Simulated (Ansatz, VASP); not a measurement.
**One calculation of CsRu3, two programs**

```xyz
8
Lattice="6.2676 0.0000 0.0000 -3.1338 5.4279 0.0000 0.0000 0.0000 5.0307" Properties=species:S:1:pos:R:3 pbc="T T T"
Cs    0.0000    3.6186    1.2577
Cs    3.1338    1.8093    3.7730
Ru    3.1338    3.6150    1.2577
Ru   -1.5638    4.5214    3.7730
Ru    1.5700    0.9065    1.2577
Ru    0.0000    1.8129    3.7730
Ru    4.6975    0.9065    1.2577
Ru    1.5638    4.5214    3.7730
```

Alike in both runs: task relaxation of cell and atoms; functional PBE; k mesh 3 × 3 × 4; occupations gaussian, width 0.1 eV; no spin polarisation.

|  | VASP | Ansatz |
| --- | --- | --- |
| version | VASP 6.6.1 | Ansatz 0.2.0 |
| potentials or method | VASP PAW PBE potentials, release 64 (Cs_sv, Ru_pv), cutoff 600 eV | scalar-relativistic, plane waves, PAW |
| valence electrons in the cell | 102 | 114 |

VASP gave:

```
gap on the k mesh at the Fermi level, each at its own relaxed structure (eV) : none
relaxed volume (Å³/atom)                                                     : 28.85
relaxed cell length with the largest relative difference (Å)                 : 3.269
```

Question: Which values does Ansatz return?

Answer: gap on the k mesh at the Fermi level, each at its own relaxed structure (eV): none; relaxed volume (Å³/atom): 30.64; relaxed cell length with the largest relative difference (Å): 4.257.

A gap of «none» marks a metal or a gap that the smearing closes. One of these differences is far larger than is usual between the two programs; its cause wasn't traced. VASP's potentials hold 102 valence electrons a cell and Ansatz's 114, so a difference there can come from the potentials and not from the codes.

The k mesh is coarse, so the values compare programs but aren't converged. Spin-orbit coupling is off throughout. Noted on VASP's run: the volume moved by over 15 % at a fixed basis, so the end points are rough.
